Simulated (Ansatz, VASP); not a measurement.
## AlNi3: VASP beside Ansatz

The input POSCAR:

```
AlNi3
1.0
    0.0000000000      2.5777376547      2.8018887551
    2.5777376547      0.0000000000      2.8018887551
    2.5777376547      2.5777376547      0.0000000000
Al Ni
1 3
Direct
    0.5000000000      0.5000000000      0.5000000000
    0.2500000000      0.2500000000      0.2500000000
    0.0000000000      0.0000000000      0.0000000000
    0.7500000000      0.7500000000      0.7500000000
```

INCAR.step1

```
  ALGO = Normal
  EDIFF = 1E-4
  ENCUT = 520
  GGA = PE
  ISMEAR = 0
  LASPH = True
  LCHARG = False
  LREAL = False
  LWAVE = True
  NBANDS = 24
  NELM = 100
  PREC = Accurate
  SIGMA = 0.15
```

File INCAR.step2:

```
  ALGO = Normal
  EDIFF = 1E-6
  ENCUT = 520
  ISIF = 2
  ISMEAR = 0
  ISTART = 1
  LASPH = True
  LCHARG = False
  LMIXTAU = True
  LREAL = False
  LWAVE = False
  METAGGA = R2SCAN
  NBANDS = 24
  NELM = 100
  PREC = Accurate
  SIGMA = 0.15
```

The input KPOINTS:

```
k-points
0
Gamma
  14 14 14
```

Input for Ansatz:

```yaml
crystal:
  lattice:
    - [0.0, 2.5777376547, 2.8018887551]
    - [2.5777376547, 0.0, 2.8018887551]
    - [2.5777376547, 2.5777376547, 0.0]
  atoms:
    - { symbol: Al, position: [0.5, 0.5, 0.5] }
    - { symbol: Ni, position: [0.25, 0.25, 0.25] }
    - { symbol: Ni, position: [0.0, 0.0, 0.0] }
    - { symbol: Ni, position: [0.75, 0.75, 0.75] }
basis:
  ecutwfc: 500
kpoints:
  mp_grid: { grid: [14, 14, 14] }
hamiltonian:
  xc: r2scan
scf:
  occupations: { method: gaussian, width: 0.15 }
output:
  forces: true
  stress: true
  eigenvalues: true
```

Change from the starting cell: strain -0.080 along x and y, +0.000 along z, atoms carried along.

Alike in both runs: task single point; functional r2SCAN; k mesh 14 × 14 × 14; occupations gaussian, width 0.15 eV; no spin polarisation.

|  | VASP | Ansatz |
| --- | --- | --- |
| version | VASP 6.6.1 | Ansatz 0.2.0 |
| potentials or method | VASP PAW PBE potentials, release 64 (Al, Ni), cutoff 520 eV | scalar-relativistic, plane waves, PAW |
| valence electrons in the cell | 33 | 57 |

Ansatz gave:

- gap on the k mesh at the Fermi level (eV): none
- pressure (GPa): 49.0
- traceless stress, the component that is largest in VASP (GPa): 1.42

Problem. Which values does VASP return?

Solution. gap on the k mesh at the Fermi level (eV): none; pressure (GPa): 49.0; traceless stress, the component that is largest in VASP (GPa): 1.31.

VASP's potentials were made for PBE, not for r2SCAN. A gap of «none» marks a metal or a gap that the smearing closes. Both programs put the cell under a high pressure, so it lies far from rest at this level. VASP's potentials hold 33 valence electrons a cell and Ansatz's 57, so a difference there can come from the potentials and not from the codes.
